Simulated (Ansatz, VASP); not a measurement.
Sr in VASP and in Ansatz

INCAR

```
PREC = Accurate ; ENCUT = 520
EDIFF = 1E-6 ; ISMEAR = -1
SIGMA = 0.05 ; LREAL = F
LASPH = T ; NELM = 80
ALGO = Fast ; ISIF = 2
LWAVE = F ; LCHARG = F
NBANDS = 11
```

The input KPOINTS:

```
Automatic mesh
0
Gamma
  8 8 8
```

File POSCAR:

```
Sr
1.0
    0.0000000000      3.1020190703      3.1020190703
    3.1020190703      0.0000000000      3.1020190703
    3.1020190703      3.1020190703      0.0000000000
Sr
1
Direct
    0.0000000000      0.0000000000      0.0000000000
```

input.yaml

```yaml
crystal:
  lattice:
    - [0.0, 3.1020190703, 3.1020190703]
    - [3.1020190703, 0.0, 3.1020190703]
    - [3.1020190703, 3.1020190703, 0.0]
  atoms:
    - { symbol: Sr, position: [0.0, 0.0, 0.0] }
kpoints:
  mp_grid: { grid: [8, 8, 8] }
scf:
  occupations: { method: fermi_dirac, width: 0.05 }
hamiltonian:
  xc: lda
  pseudopotentials: { kind: all_electron, lapw: { basis_error: 0.001 } }
output:
  forces: true
  stress: true
  eigenvalues: true
```

Change from the starting cell: volume scaled by 1.06.

Alike in both runs: task single point; functional LDA; k mesh 8 × 8 × 8; occupations fermi-dirac, width 0.05 eV; no spin polarisation.

```csv
,VASP,Ansatz
version,VASP 6.6.1,Ansatz 0.2.0
potentials or method,"VASP PAW LDA potentials, release 64 (Sr_sv), cutoff 520 eV","all-electron LAPW, scalar-relativistic"
```

```csv
,VASP,Ansatz,Ansatz less VASP
gap on the k mesh at the Fermi level (eV),none,none,-
pressure (GPa),-2.0,-2.0,+0.01
```

LDA's correlation is that of Perdew and Zunger in VASP and of Perdew and Wang (1992) in Ansatz. A gap of «none» marks a metal or a gap that the smearing closes. Ansatz ran all-electron here, and VASP with PAW potentials.
